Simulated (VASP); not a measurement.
**Pt: single point with PBE**

Pt:

```
CELL_PARAMETERS angstrom
2.35156 0.00000 0.00000
-1.17578 2.03651 0.00000
0.00000 0.00000 3.94924
ATOMIC_POSITIONS crystal
Pt 0.33333 0.66667 0.25000
Pt 0.66667 0.33333 0.75000
```

This isn't the form of Pt at room conditions, which is fcc.

| Property | Result |
| --- | --- |
| Program | VASP 6.6.1 |
| Task | single point |
| Functional | PBE |
| Potentials or basis | VASP PAW PBE potentials, release 64 (Pt_sv_GW) |
| Cutoff | 570 eV |
| k mesh | 15 × 15 × 8 |
| Occupations | fermi-dirac, width 0.05 eV |
| Spin | no spin polarisation |

```json
{
  "Pressure": "465.2 GPa",
  "Band gap on the k mesh": "zero (bands 18 and 19 overlap by 2.89 eV)"
}
```

Stress tensor (GPa, compression positive):
```
465.40   0.00   0.00
  0.00 465.40   0.00
  0.00   0.00 464.74
```

Levels at points of the mesh, in eV from the Fermi level:
```tsv
k point	band 16	band 17	band 18	band 19	band 20	band 21
(0.00, 0.00, 0.00)	-4.69	-4.69	-2.39	-0.69	-0.69	9.75
(0.00, 0.00, 0.50)	-7.75	-1.87	-1.87	-1.87	-1.87	12.18
```

Run time: 45 s on 1 thread of Intel(R) Xeon(R) Platinum 8488C (Sapphire Rapids), on a shared host, peak memory 0.19 GiB.

Caveat: the cell stands under pressure; spin-orbit coupling is left out, which moves the levels of the heavy elements.
